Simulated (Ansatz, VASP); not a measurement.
Au: VASP beside Ansatz

The input INCAR:

```
SYSTEM = Au
ALGO = Normal ; EDIFF = 1E-6
ENCUT = 520 ; GGA = PE
ISIF = 2 ; ISMEAR = 0
LASPH = .True. ; LCHARG = .False.
LREAL = .False. ; LWAVE = .False.
NBANDS = 12 ; NELM = 100
PREC = Accurate ; SIGMA = 0.15
```

The input KPOINTS:

```
k-points
0
Gamma
  20 20 20
  0 0 0
```

POSCAR

```
Au
1.0
    0.0000000000      2.0761825000      1.9841350000
    2.0761825000      0.0000000000      1.9841350000
    2.0761825000      2.0761825000      0.0000000000
Au
1
Direct
    0.0000000000      0.0000000000      0.0000000000
```

Input for Ansatz:

```yaml
crystal:
  lattice:
    - [0.0, 2.0761825, 1.984135]
    - [2.0761825, 0.0, 1.984135]
    - [2.0761825, 2.0761825, 0.0]
  atoms:
    - { symbol: Au, position: [0.0, 0.0, 0.0] }
basis:
  ecutwfc: 420
kpoints:
  mp_grid: { grid: [20, 20, 20] }
hamiltonian:
  xc: pbe
scf:
  occupations: { method: gaussian, width: 0.15 }
output:
  forces: true
  stress: true
  eigenvalues: true
```

Change from the starting cell: strain +0.015 along x and y, -0.030 along z, atoms carried along.

Alike in both runs: task single point; functional PBE; k mesh 20 × 20 × 20; occupations gaussian, width 0.15 eV; no spin polarisation.

```csv
,VASP,Ansatz
version,VASP 6.6.1,Ansatz 0.2.0
potentials or method,"VASP PAW PBE potentials, release 64 (Au), cutoff 520 eV","scalar-relativistic, plane waves, PAW"
valence electrons in the cell,11,19
```

Ansatz gave:

| Quantity | Value |
| --- | --- |
| gap on the k mesh at the Fermi level (eV) | none |
| pressure (GPa) | 8.1 |
| traceless stress, the component that is largest in VASP (GPa) | 0.87 |

**Question.** What did VASP give for the same quantities?

**Answer.** gap on the k mesh at the Fermi level (eV): none; pressure (GPa): 7.8; traceless stress, the component that is largest in VASP (GPa): 0.88.

A gap of «none» marks a metal or a gap that the smearing closes. With one functional, cell and mesh, what is left measures potentials, basis and numerics. VASP's potentials hold 11 valence electrons a cell and Ansatz's 19, so a difference there can come from the potentials and not from the codes.

Spin-orbit coupling is off throughout.
